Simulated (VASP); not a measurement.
# HfO2 (Fm-3m) in VASP: notebook

Runs on HfO2. Level: LDA. Tasks: vibrations by perturbation theory.

All numbers are computed with VASP 6.6.1; they aren't measurements. Logs are shortened: lines on timing, memory, paths and dates and some standing lists are left out, and cuts for length are marked.

### Step 1. The cell of the first run

It takes space group Fm-3m (No. 225, cubic). Conventional cell: a = 4.890 Å, b = 4.890 Å, c = 4.890 Å, α = 90.00°, β = 90.00°, γ = 90.00°. Within 2.8 Å of Hf (site symmetry m-3m) lie 8 O at 2.12 Å. Within 2.8 Å of O (site symmetry -43m) lie 4 Hf at 2.12 Å and 6 O at 2.44 Å.

### Step 2. Vibrations by perturbation theory, LDA

INCAR reads:

```
PREC = Accurate
ENCUT = 520
EDIFF = 1E-8
ISMEAR = 0
SIGMA = 0.01
LREAL = F
LASPH = T
NELM = 100
ALGO = Normal
ISIF = 2
LWAVE = F
LCHARG = F
NBANDS = 18
IBRION = 8
NSW = 1
LEPSILON = T
```

KPOINTS reads:

```
regular mesh
0
Gamma
  8 8 8
```

POSCAR reads:

```
HfO2
1.0
    0.0000000000      2.4447908718      2.4447908718
    2.4447908718      0.0000000000      2.4447908718
    2.4447908718      2.4447908718      0.0000000000
Hf O
1 2
Direct
    0.0000000000      0.0000000000      0.0000000000
    0.2500000000      0.2500000000      0.2500000000
    0.7500000000      0.7500000000      0.7500000000
```

Potentials or basis: VASP PAW LDA potentials, release 64 (Hf_pv, O).

The run is started by

```sh
$ cat potpaw_LDA.64/Hf_pv/POTCAR potpaw_LDA.64/O/POTCAR > POTCAR
$ mpirun -np 1 vasp_std > vasp.out
```

OUTCAR:

```text
PREC = Accurate
   ENCUT = 520
   EDIFF = 1E-8
   ISMEAR = 0
   LREAL = F
   LASPH = T
   NELM = 100
   ISIF = 2
   IBRION = 8
   NSW = 1
   LEPSILON = T

 ion  position               nearest neighbor table
   1  0.000  0.000  0.000-   3 2.12   3 2.12   3 2.12   2 2.12   2 2.12   2 2.12   3 2.12   2 2.12

   2  0.250  0.250  0.250-   1 2.12   1 2.12   1 2.12   1 2.12
   3  0.750  0.750  0.750-   1 2.12   1 2.12   1 2.12   1 2.12

  LATTYP: Found a face centered cubic cell.
 ALAT       =     4.8895817436

  Lattice vectors:

 A1 = (   0.0000000000,   2.4447908718,   2.4447908718)
 A2 = (   2.4447908718,   0.0000000000,   2.4447908718)
 A3 = (   2.4447908718,   2.4447908718,   0.0000000000)

Analysis of symmetry for initial positions (statically):
=====================================================================
 Subroutine PRICEL returns:
 Original cell was already a primitive cell.

 Routine SETGRP: Setting up the symmetry group for a
 face centered cubic supercell.

 Subroutine GETGRP returns: Found 48 space group operations
 (whereof 48 operations were pure point group operations)
 out of a pool of 48 trial point group operations.

The static configuration has the point symmetry O_h .

Analysis of symmetry for dynamics (positions and initial velocities):
=====================================================================
 Subroutine PRICEL returns:
 Original cell was already a primitive cell.

 Routine SETGRP: Setting up the symmetry group for a
 face centered cubic supercell.

 Subroutine GETGRP returns: Found 48 space group operations
 (whereof 48 operations were pure point group operations)
 out of a pool of 48 trial point group operations.

The dynamic configuration has the point symmetry O_h .

 Subroutine INISYM returns: Found 48 space group operations
 (whereof 48 operations are pure point group operations),
 and found     1 'primitive' translations

----------------------------------------------------------------------------------------

                                     Primitive cell

  volume of cell :      29.2250

  direct lattice vectors                    reciprocal lattice vectors
     0.000000000  2.444790872  2.444790872    -0.204516470  0.204516470  0.204516470
     2.444790872  0.000000000  2.444790872     0.204516470 -0.204516470  0.204516470
     2.444790872  2.444790872  0.000000000     0.204516470  0.204516470 -0.204516470

  length of vectors
     3.457456408  3.457456408  3.457456408     0.354232918  0.354232918  0.354232918

  position of ions in fractional coordinates (direct lattice)
     0.000000000  0.000000000  0.000000000
     0.250000000  0.250000000  0.250000000
     0.750000000  0.750000000  0.750000000

  ion indices of the primitive-cell ions
   primitive index   ion index
                 1           1
                 2           2
                 3           3

----------------------------------------------------------------------------------------

 KPOINTS: regular mesh

Automatic generation of k-mesh.
 Grid dimensions read from file:
 generate k-points for:    8    8    8

 Generating k-lattice:

  Cartesian coordinates                     Fractional coordinates (reciprocal lattice)
    -0.025564559  0.025564559  0.025564559     0.125000000  0.000000000  0.000000000
     0.025564559 -0.025564559  0.025564559     0.000000000  0.125000000  0.000000000
     0.025564559  0.025564559 -0.025564559     0.000000000  0.000000000  0.125000000

  Length of vectors
     0.044279115  0.044279115  0.044279115

  Shift w.r.t. Gamma in fractional coordinates (k-lattice)
     0.000000000  0.000000000  0.000000000

 Subroutine IBZKPT returns following result:
 ===========================================
[... 626 lines left out ...]
 -----------------------------------------------------------------------------------
    total drift:                                0.000000      0.000000      0.000000

  FREE ENERGIE OF THE ION-ELECTRON SYSTEM (eV)
  ---------------------------------------------------
  free  energy   TOTEN  =       -32.9759453174 eV

  energy  without entropy=      -32.9759453174  energy(sigma->0) =      -32.97594532

 HEAD OF MICROSCOPIC STATIC DIELECTRIC TENSOR (INDEPENDENT PARTICLE, excluding Hartree and local field effects)
 ------------------------------------------------------
           5.527322     0.000000    -0.000000
           0.000000     5.527322    -0.000000
           0.000000     0.000000     5.527322
 ------------------------------------------------------

 Free energy of the ion-electron system (eV)
  ---------------------------------------------------
  ---------------------------------------------------
  free energy    TOTEN  =        -0.36369531 eV

  energy without entropy =       -0.36369531

------------------------ aborting loop because EDIFF is reached ----------------------------------------

--------------------------------------- Ionic step        2  -------------------------------------------

------------------------ aborting loop because EDIFF is reached ----------------------------------------

--------------------------------------- Ionic step        3  -------------------------------------------

------------------------ aborting loop because EDIFF is reached ----------------------------------------

 PIEZOELECTRIC TENSOR FIELD DIRECTION 3  (e Angst)
 -----------------------------------------------------------------------------
     0.00004  0.00000  0.00000           ( -0.00000  0.00000  0.00000)
     0.00000  0.00004 -0.00000           (  0.00000 -0.00000  0.00000)
     0.00000 -0.00000 -0.00043           (  0.00000  0.00000  0.00000)

 PIEZOELECTRIC TENSOR FIELD DIRECTION 3  (C/m^2)
 -----------------------------------------------------------------------------
     0.00002  0.00000  0.00000
     0.00000  0.00002 -0.00000
     0.00000 -0.00000 -0.00023

--------------------------------------- Ionic step        4  -------------------------------------------

------------------------ aborting loop because EDIFF is reached ----------------------------------------

[... ionic steps 5 to 6 ...]

--------------------------------------- Ionic step        7  -------------------------------------------

 Free energy of the ion-electron system (eV)
  ---------------------------------------------------
  ---------------------------------------------------
  free energy    TOTEN  =        -0.36136371 eV

  energy without entropy =       -0.36136371

------------------------ aborting loop because EDIFF is reached ----------------------------------------

 INTERNAL STRAIN TENSOR  FOR ION    2  DIRECTION 1   (eV/Angst):
 -----------------------------------------------------------------------------
    -0.00098  0.00000  0.00000
     0.00000  0.00057-12.55870
     0.00000-12.55870  0.00057

 MACROSCOPIC STATIC DIELECTRIC TENSOR (including local field effects in DFT)
 ------------------------------------------------------
           5.322976     0.000000    -0.000000
           0.000000     5.322976     0.000000
           0.000000     0.000000     5.322976
 ------------------------------------------------------

 PIEZOELECTRIC TENSOR (including local field effects)  for field in x, y, z        (e  Angst)
          XX          YY          ZZ          XY          YZ          ZX
  --------------------------------------------------------------------------------
  x     0.00000     0.00000     0.00000     0.00000     0.00000     0.00000
  y     0.00000     0.00000     0.00000     0.00000     0.00000     0.00000
  z     0.00000     0.00000     0.00000     0.00000     0.00000     0.00000

 PIEZOELECTRIC TENSOR (including local field effects)  for field in x, y, z        (C/m^2)
          XX          YY          ZZ          XY          YZ          ZX
  --------------------------------------------------------------------------------
  x     0.00000     0.00000     0.00000     0.00000     0.00000     0.00000
  y     0.00000     0.00000     0.00000     0.00000     0.00000     0.00000
  z     0.00000     0.00000     0.00000     0.00000     0.00000     0.00000

 BORN EFFECTIVE CHARGES (including local field effects) (in |e|, cummulative output)
 ---------------------------------------------------------------------------------
 ion    1
    1     5.58228     0.00000     0.00000
    2     0.00000     5.58228     0.00000
    3     0.00000     0.00000     5.58228
 ion    2
    1    -2.79114     0.00000     0.00000
    2     0.00000    -2.79114     0.00000
    3     0.00000     0.00000    -2.79114
 ion    3
    1    -2.79114     0.00000     0.00000
    2     0.00000    -2.79114     0.00000
    3     0.00000     0.00000    -2.79114

 INTERNAL STRAIN TENSOR FOR ION    3 for displacements in x,y,z  (eV/Angst):
          X           Y           Z          XY          YZ          ZX
  --------------------------------------------------------------------------------
  x     0.00000     0.00000     0.00000     0.00000    12.55870     0.00000
  y     0.00000     0.00000     0.00000     0.00000     0.00000    12.55870
  z     0.00000     0.00000     0.00000    12.55870     0.00000     0.00000

 SECOND DERIVATIVES (NOT SYMMETRIZED)
 ------------------------------------
               1X          1Y          1Z          2X          2Y          2Z          3X          3Y          3Z
  1X   -10.113108    0.000000    0.000000    5.056554    0.000000    0.000000    5.056554    0.000000    0.000000
  1Y     0.000000  -10.113108    0.000000    0.000000    5.056554    0.000000    0.000000    5.056554    0.000000
  1Z     0.000000    0.000000  -10.113108    0.000000    0.000000    5.056554    0.000000    0.000000    5.056554
  2X     5.064496    0.000000    0.000000  -15.327772    0.000000    0.000000   10.263276    0.000000    0.000000
  2Y     0.000000    5.064496    0.000000    0.000000  -15.327772    0.000000    0.000000   10.263276    0.000000
  2Z     0.000000    0.000000    5.064496    0.000000    0.000000  -15.327772    0.000000    0.000000   10.263276
  3X     5.064496    0.000000    0.000000   10.263276    0.000000    0.000000  -15.327772    0.000000    0.000000
  3Y     0.000000    5.064496    0.000000    0.000000   10.263276    0.000000    0.000000  -15.327772    0.000000
  3Z     0.000000    0.000000    5.064496    0.000000    0.000000   10.263276    0.000000    0.000000  -15.327772

 Eigenvectors and eigenvalues of the dynamical matrix
 ----------------------------------------------------

   1 f  =   19.771279 THz   124.226610 2PiTHz  659.498882 cm-1    81.767403 meV
             X         Y         Z           dx          dy          dz
      0.000000  0.000000  0.000000     0.000000    0.000000    0.000000
      1.222395  1.222395  1.222395    -0.707088    0.005171   -0.000000
      3.667186  3.667186  3.667186     0.707088   -0.005171   -0.000000
[... 43 lines left out ...]
   9 f/i=    0.002689 THz     0.016897 2PiTHz    0.089703 cm-1     0.011122 meV
             X         Y         Z           dx          dy          dz
      0.000000  0.000000  0.000000    -0.036674    0.909996    0.136886
      1.222395  1.222395  1.222395    -0.010972    0.272240    0.040952
      3.667186  3.667186  3.667186    -0.010972    0.272240    0.040952

--------------------------------------------------------------------------------------------------------

 MACROSCOPIC STATIC DIELECTRIC TENSOR IONIC CONTRIBUTION
 ------------------------------------------------------
          19.068708     0.000000    -0.000000
           0.000000    19.068708    -0.000000
           0.000000    -0.000000    19.068708
 ------------------------------------------------------

 ELASTIC MODULI CONTR FROM IONIC RELAXATION (kBar)
 Direction    XX          YY          ZZ          XY          YZ          ZX
 --------------------------------------------------------------------------------
 XX           0.0000      0.0000      0.0000      0.0000      0.0000      0.0000
 YY           0.0000      0.0000      0.0000      0.0000      0.0000      0.0000
 ZZ           0.0000      0.0000      0.0000      0.0000      0.0000      0.0000
 XY           0.0000      0.0000      0.0000   -675.7510     -0.0000      0.0000
 YZ           0.0000      0.0000      0.0000     -0.0000   -675.7510     -0.0000
 ZX           0.0000      0.0000      0.0000      0.0000     -0.0000   -675.7510
 --------------------------------------------------------------------------------

 PIEZOELECTRIC TENSOR IONIC CONTR  for field in x, y, z        (C/m^2)
          XX          YY          ZZ          XY          YZ          ZX
  --------------------------------------------------------------------------------
  x     0.00000     0.00000     0.00000    -0.00000     0.00000    -0.00000
  y     0.00000     0.00000     0.00000     0.00000    -0.00000    -0.00000
  z     0.00000     0.00000     0.00000    -0.00000     0.00000     0.00000
```

Run time: 8.2 min. Hardware: 1 thread of Intel Xeon Platinum 8259CL at 2.50GHz (Skylake/Cascade Lake), shared host; peak memory 0.3 GiB.

What came out:

```
Electronic dielectric tensor (diagonal)                 : 5.32
Born charges (mean of the diagonal)                     : Hf +5.58; O -2.79 e
Highest phonon frequency at Γ, LO-TO splitting left out : 659 cm⁻¹
```

Phonon frequencies in cm⁻¹ (negative: imaginary):
| q point | frequencies |
| --- | --- |
| (0.000, 0.000, 0.000) | 0 0 0 319 319 319 659 659 659 |

Electronic dielectric tensor:
```
5.32 0.00 0.00
0.00 5.32 0.00
0.00 0.00 5.32
```

Born effective charge tensors (e):
atom 1, Hf
```
5.58 0.00 0.00
0.00 5.58 0.00
0.00 0.00 5.58
```
atom 2, O
```
-2.79  0.00  0.00
 0.00 -2.79  0.00
 0.00  0.00 -2.79
```
atom 3, O
```
-2.79  0.00  0.00
 0.00 -2.79  0.00
 0.00  0.00 -2.79
```

Caveat: the cell wasn't relaxed at this level first, which shifts response properties; spin-orbit coupling is left out, which moves the levels of the heavy elements.

[end of part 1 of 2]
